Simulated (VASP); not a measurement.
# OsSe (F-43m) in VASP: notebook

The runs below take OsSe through single point, with r2SCAN.

Everything below comes from runs of VASP 6.6.1. Logs are shortened: lines on timing, memory, paths and dates and some standing lists are left out, and cuts for length are marked.

## Step 1: The cell of the first run

The structure is cubic, space group F-43m (No. 216). The conventional cell has a = 5.470 Å, b = 5.470 Å, c = 5.470 Å, α = 90.00°, β = 90.00°, γ = 90.00°. Os (site symmetry -43m) has 4 Se at 2.37 Å within 3.1 Å. Within 3.1 Å of Se (site symmetry -43m) lie 4 Os at 2.37 Å.

## Step 2: Single point, r2SCAN, collinear spin, ferromagnetic start

POSCAR reads:

```
OsSe
1.0
    0.0000000000      2.7347795838      2.7347795838
    2.7347795838      0.0000000000      2.7347795838
    2.7347795838      2.7347795838      0.0000000000
Os Se
1 1
Direct
    0.0000000000      0.0000000000      0.0000000000
    0.2500000000      0.2500000000      0.2500000000
```

INCAR.step1 reads:

```
  PREC = Accurate
  ENCUT = 520
  ISMEAR = 0
  SIGMA = 0.05
  LREAL = F
  LASPH = T
  NELM = 150
  ISPIN = 2
  MAGMOM = 0.12 0
  LMAXMIX = 4
  NBANDS = 18
  GGA = PE
  ALGO = Normal
  EDIFF = 1E-4
  LWAVE = T
  LCHARG = F
```

INCAR.step2 reads:

```
  PREC = Accurate
  ENCUT = 520
  EDIFF = 1E-7
  ISMEAR = 0
  SIGMA = 0.05
  LREAL = F
  LASPH = T
  NELM = 150
  ALGO = Normal
  ISIF = 2
  LWAVE = F
  LCHARG = F
  ISPIN = 2
  MAGMOM = 0.12 0
  LORBIT = 11
  LMAXMIX = 4
  METAGGA = R2SCAN
  LMIXTAU = T
  NBANDS = 18
  ISTART = 1
```

KPOINTS reads:

```
Automatic mesh
0
Gamma
  10 10 10
```

Potentials or basis: VASP PAW PBE potentials, release 64 (Os, Se).

Started as:

```
> cat potpaw_PBE.64/Os/POTCAR potpaw_PBE.64/Se/POTCAR > POTCAR
> cp INCAR.step1 INCAR
> mpirun -np 1 vasp_std > vasp.out
> cp INCAR.step2 INCAR
> mpirun -np 1 vasp_std > vasp.out
```

OUTCAR:

```text
PREC = Accurate
   ENCUT = 520
   EDIFF = 1E-7
   ISMEAR = 0
   LREAL = F
   LASPH = T
   NELM = 150
   ISIF = 2
   ISPIN = 2
   LORBIT = 11
   METAGGA = R2SCAN
   ISTART = 1

 ion  position               nearest neighbor table
   1  0.000  0.000  0.000-   2 2.37   2 2.37   2 2.37   2 2.37
   2  0.250  0.250  0.250-   1 2.37   1 2.37   1 2.37   1 2.37

  LATTYP: Found a face centered cubic cell.
 ALAT       =     5.4695591676

  Lattice vectors:

 A1 = (   0.0000000000,   2.7347795838,   2.7347795838)
 A2 = (   2.7347795838,   0.0000000000,   2.7347795838)
 A3 = (   2.7347795838,   2.7347795838,   0.0000000000)

Analysis of symmetry for initial positions (statically):
=====================================================================
 Subroutine PRICEL returns:
 Original cell was already a primitive cell.

 Routine SETGRP: Setting up the symmetry group for a
 face centered cubic supercell.

 Subroutine GETGRP returns: Found 24 space group operations
 (whereof 24 operations were pure point group operations)
 out of a pool of 48 trial point group operations.

The static configuration has the point symmetry T_d .

Analysis of symmetry for dynamics (positions and initial velocities):
=====================================================================
 Subroutine PRICEL returns:
 Original cell was already a primitive cell.

 Routine SETGRP: Setting up the symmetry group for a
 face centered cubic supercell.

 Subroutine GETGRP returns: Found 24 space group operations
 (whereof 24 operations were pure point group operations)
 out of a pool of 48 trial point group operations.

The dynamic configuration has the point symmetry T_d .

Analysis of structural, dynamic, and magnetic symmetry:
=====================================================================
 Subroutine PRICEL returns:
 Original cell was already a primitive cell.

 Routine SETGRP: Setting up the symmetry group for a
 face centered cubic supercell.

 Subroutine GETGRP returns: Found 24 space group operations
 (whereof 24 operations were pure point group operations)
 out of a pool of 48 trial point group operations.

The overall configuration has the point symmetry T_d .

 Subroutine INISYM returns: Found 24 space group operations
 (whereof 24 operations are pure point group operations),
 and found     1 'primitive' translations

----------------------------------------------------------------------------------------

                                     Primitive cell

  volume of cell :      40.9069

  direct lattice vectors                    reciprocal lattice vectors
     0.000000000  2.734779584  2.734779584    -0.182830091  0.182830091  0.182830091
     2.734779584  0.000000000  2.734779584     0.182830091 -0.182830091  0.182830091
     2.734779584  2.734779584  0.000000000     0.182830091  0.182830091 -0.182830091

  length of vectors
     3.867562378  3.867562378  3.867562378     0.316671007  0.316671007  0.316671007

  position of ions in fractional coordinates (direct lattice)
     0.000000000  0.000000000  0.000000000
     0.250000000  0.250000000  0.250000000

  ion indices of the primitive-cell ions
   primitive index   ion index
                 1           1
                 2           2

----------------------------------------------------------------------------------------

 KPOINTS: Automatic mesh

Automatic generation of k-mesh.
 Grid dimensions read from file:
 generate k-points for:   10   10   10

 Generating k-lattice:

  Cartesian coordinates                     Fractional coordinates (reciprocal lattice)
    -0.018283009  0.018283009  0.018283009     0.100000000  0.000000000  0.000000000
     0.018283009 -0.018283009  0.018283009     0.000000000  0.100000000  0.000000000
     0.018283009  0.018283009 -0.018283009     0.000000000  0.000000000  0.100000000

  Length of vectors
     0.031667101  0.031667101  0.031667101

  Shift w.r.t. Gamma in fractional coordinates (k-lattice)
     0.000000000  0.000000000  0.000000000

 Subroutine IBZKPT returns following result:
 ===========================================

 Found     47 irreducible k-points:

 Following reciprocal coordinates:
            Coordinates               Weight
  0.000000  0.000000  0.000000      1.000000
  0.100000  0.000000  0.000000      8.000000
  0.200000  0.000000  0.000000      8.000000
  0.300000  0.000000  0.000000      8.000000
  0.400000  0.000000  0.000000      8.000000
  0.500000  0.000000  0.000000      4.000000
[... 16 lines left out ...]
  0.300000  0.300000  0.000000      6.000000
  0.400000  0.300000  0.000000     24.000000
 [... further k-points ...]
   k-points           NKPTS =     47   k-points in BZ     NKDIM =     47   number of bands    NBANDS=     18
   number of dos      NEDOS =    301   number of ions     NIONS =      2
   total plane-waves  NPLWV =  27000
   dimension x,y,z NGX =    30 NGY =   30 NGZ =   30
   dimension x,y,z NGXF=    60 NGYF=   60 NGZF=   60
   ions per type =               1   1
   NGX,Y,Z   is equivalent  to a cutoff of  12.90, 12.90, 12.90 a.u.
   NGXF,Y,Z  is equivalent  to a cutoff of  25.79, 25.79, 25.79 a.u.
 SYSTEM =  unknown system
   PREC   = accura    normal or accurate (medium, high low for compatibility)
   ISTART =      1    job   : 0-new  1-cont  2-samecut
   ICHARG =      0    charge: 1-file 2-atom 10-const
   ISPIN  =      2    spin polarized calculation?
   LNONCOLLINEAR =      F non collinear calculations
   LSORBIT =      F    spin-orbit coupling
   LASPH  =      T    aspherical Exc in radial PAW
   ENCUT  =  520.0 eV  38.22 Ry    6.18 a.u.   7.19  7.19  7.19*2*pi/ulx,y,z
   NELM   =    150;   NELMIN=  2; NELMDL=  0     # of ELM steps
   EDIFF  = 0.1E-06   stopping-criterion for ELM
   LREAL  =      F    real-space projection
   EDIFFG = 0.1E-05   stopping-criterion for IOM
   NSW    =      0    number of steps for IOM
   IBRION =     -1    ionic relax: 0-MD 1-quasi-New 2-CG
   NFREE  =      0    steps in history (QN), initial steepest desc. (CG)
   ISIF   =      2    stress and relaxation
   ISYM   =      2    0-nonsym 1-usesym 2-fastsym
   POTIM  = 0.5000    time-step for ionic-motion
   TEBEG  =    0.0;   TEEND  =   0.0 temperature during run
   PSTRESS=    0.0 pullay stress
   NELECT =      14.0000    total number of electrons
   NUPDOWN=      -1.0000    fix difference up-down
   EMIN   =  10.00;   EMAX   =-10.00  energy-range for DOS
   EFERMI =   0.00;   METHOD = LEGACY
   ISMEAR =     0;   SIGMA  =   0.05  broadening in eV -4-tet -1-fermi 0-gaus
   EFERMI_NEDOS =   21; number of points for ismear=-14 and -15
   IALGO  =     38    algorithm
   IMIX   =      4    mixing-type and parameters
     AMIX     =   0.40;   BMIX     =  1.00
     AMIX_MAG =   1.60;   BMIX_MAG =  1.00
  volume/ion in A,a.u.               =      20.45       138.03
  Fermi-wavevector in a.u.,A,eV,Ry     =   1.145122  2.163967 17.841387  1.311305
  Thomas-Fermi vector in A             =   2.281812
   LORBIT       =     11    0 simple, 1 ext, 2 COOP (PROOUT), +10 PAW based schemes
   METAGGA = R2SCAN    functional components
   LHFCALC =     F    Hartree Fock is set to
   AEXX    =    0.0000 exact exchange contribution
   IVDW    =     0    specifies the selected vdW correction
   LEPSILON=     F    determine dielectric tensor
   LRPA    =     F    only Hartree local field effects (RPA)
 spin polarized calculation
 Gauss-broadening in eV      SIGMA  =   0.05
  energy-cutoff  :      520.00
  volume of cell :       40.91
 maximum number of plane-waves:      1114
 NGX is ok and might be reduce to    30
   NGX = 15   NGY = 15   NGZ = 15

 number of electron      14.0000001 magnetization       0.1284983

 Free energy of the ion-electron system (eV)
  ---------------------------------------------------
  ext. energy  EPLUGINS =         0.00000000
  ---------------------------------------------------
  free energy    TOTEN  =       -66.07517417 eV

  energy without entropy =      -66.07291507  energy(sigma->0) =      -66.07404462

 E-fermi :   5.5691     XC(G=0): -11.4677

 val. band max:        5.5594513473   @ k =   0.5000   0.4000   0.0000
 cond. band min:       5.5741697300   @ k =  -0.4000   0.4000   0.0000
 fundamental gap:      0.0147183826
 Fermi energy:         5.5690890519

 spin component 1

 k-point     1 :       0.0000    0.0000    0.0000
  band No.  band energies     occupation
      1     -11.0389      1.00000
      2      -0.8321      1.00000
      3      -0.8321      1.00000
      4      -0.8321      1.00000
      5       3.3740      1.00000
      6       3.3740      1.00000
[... 10 lines left out ...]
     17      19.9059      0.00000
     18      20.6940      0.00000

 k-point     2 :       0.1000    0.0000    0.0000
  band No.  band energies     occupation
      1     -10.9567      1.00000
      2      -0.9695      1.00000
      3      -0.7815      1.00000
      4      -0.7815      1.00000
      5       3.3431      1.00000
      6       3.3431      1.00000
[... 10 lines left out ...]
     17      20.0909      0.00000
     18      21.5967      0.00000

 k-point     3 :       0.2000    0.0000    0.0000
  band No.  band energies     occupation
      1     -10.7347      1.00000
      2      -1.2654      1.00000
      3      -0.6555      1.00000
      4      -0.6555      1.00000
      5       3.3116      1.00000
      6       3.3116      1.00000
[... 412 lines left out ...]
 k-point    23 :       0.3000    0.3000    0.0000
  band No.  band energies     occupation
      1     -10.2421      1.00000
      2      -1.9460      1.00000
      3      -0.1051      1.00000
      4      -0.1051      1.00000
      5       2.5559      1.00000
      6       3.8764      1.00000
[... 10 lines left out ...]
     17      23.6729      0.00000
     18      23.6729      0.00000

 k-point    24 :       0.4000    0.3000    0.0000
  band No.  band energies     occupation
      1     -10.0448      1.00000
      2      -2.0321      1.00000
      3       0.0037      1.00000
      4       0.0787      1.00000
      5       2.6305      1.00000
      6       3.9721      1.00000
[... 10 lines left out ...]
     17      23.4854      0.00000
     18      23.8081      0.00000

 [... further k-points ...]

 spin component 2

 k-point     1 :       0.0000    0.0000    0.0000
  band No.  band energies     occupation
      1     -11.0348      1.00000
      2      -0.7707      1.00000
      3      -0.7707      1.00000
      4      -0.7707      1.00000
      5       3.4067      1.00000
      6       3.4067      1.00000
[... 10 lines left out ...]
     17      19.9531      0.00000
     18      20.7039      0.00000

 k-point     2 :       0.1000    0.0000    0.0000
  band No.  band energies     occupation
      1     -10.9525      1.00000
      2      -0.9122      1.00000
      3      -0.7212      1.00000
      4      -0.7212      1.00000
      5       3.3770      1.00000
      6       3.3770      1.00000
[... 10 lines left out ...]
     17      20.1324      0.00000
     18      21.6217      0.00000

 k-point     3 :       0.2000    0.0000    0.0000
  band No.  band energies     occupation
      1     -10.7306      1.00000
      2      -1.2181      1.00000
      3      -0.5984      1.00000
      4      -0.5984      1.00000
      5       3.3495      1.00000
      6       3.3495      1.00000
[... 412 lines left out ...]
 k-point    23 :       0.3000    0.3000    0.0000
  band No.  band energies     occupation
      1     -10.2380      1.00000
      2      -1.9132      1.00000
      3      -0.0580      1.00000
      4      -0.0580      1.00000
      5       2.6123      1.00000
      6       3.9100      1.00000
[... 10 lines left out ...]
     17      23.7076      0.00000
     18      23.7076      0.00000

 k-point    24 :       0.4000    0.3000    0.0000
  band No.  band energies     occupation
      1     -10.0405      1.00000
      2      -2.0058      1.00000
      3       0.0426      1.00000
      4       0.1203      1.00000
      5       2.6958      1.00000
      6       4.0099      1.00000
[... 10 lines left out ...]
     17      23.5076      0.00000
     18      23.8344      0.00000

 [... further k-points ...]
[... 5 lines left out ...]
  --------------------------------------------------------------------------------------
  -------------------------------------------------------------------------------------
  Total        0.1563777      0.1563777      0.1563777      0.0000000     -0.0000000      0.0000000
  in kB        6.1247499      6.1247499      6.1247499      0.0000000     -0.0000000      0.0000000
  external PRESSURE =       6.1247499 kB  Pullay stress =       0.0000000 kB

 VOLUME and BASIS-vectors are now :
 -----------------------------------------------------------------------------
  energy-cutoff  :      520.00
  volume of cell :       40.91
      direct lattice vectors                 reciprocal lattice vectors
     0.000000000  2.734779584  2.734779584    -0.182830091  0.182830091  0.182830091
     2.734779584  0.000000000  2.734779584     0.182830091 -0.182830091  0.182830091
     2.734779584  2.734779584  0.000000000     0.182830091  0.182830091 -0.182830091

 POSITION                                       TOTAL-FORCE (eV/Angst)
 -----------------------------------------------------------------------------------
      0.00000      0.00000      0.00000        -0.000000     -0.000000     -0.000000
      1.36739      1.36739      1.36739         0.000000      0.000000      0.000000
 -----------------------------------------------------------------------------------
    total drift:                                0.000000      0.000000      0.000000

  FREE ENERGIE OF THE ION-ELECTRON SYSTEM (eV)
  ---------------------------------------------------
  free  energy   TOTEN  =       -66.0751741657 eV

  energy  without entropy=      -66.0729150736  energy(sigma->0) =      -66.07404462

 total charge

# of ion       s       p       d       tot
------------------------------------------
    1        0.591   0.483   6.303   7.377
    2        1.416   2.368   0.206   3.990
--------------------------------------------------
tot          2.006   2.852   6.509  11.367

 magnetization (x)

# of ion       s       p       d       tot
------------------------------------------
    1        0.002   0.004   0.116   0.122
    2        0.002  -0.005   0.001  -0.002
--------------------------------------------------
tot          0.004  -0.001   0.117   0.120
```

Run time: 2.1 min. Hardware: 1 thread of Intel Xeon 6975P-C (Granite Rapids), shared host; peak memory 0.23 GiB.

Results:

```
Free energy                                           : -66.0752 eV
Pressure                                              : 0.6 GPa
Net moment                                            : 0.13 μB per cell
Site moments                                          : Os +0.12; Se -0.00 μB
Valence electrons inside the program's atomic spheres : Os 7.38; Se 3.99
```

Caveat: the PAW data sets were made with another functional, which shifts forces and pressure a little; spin-orbit coupling is left out, which moves the levels of the heavy elements.

(Continued in part 2 of 2.)
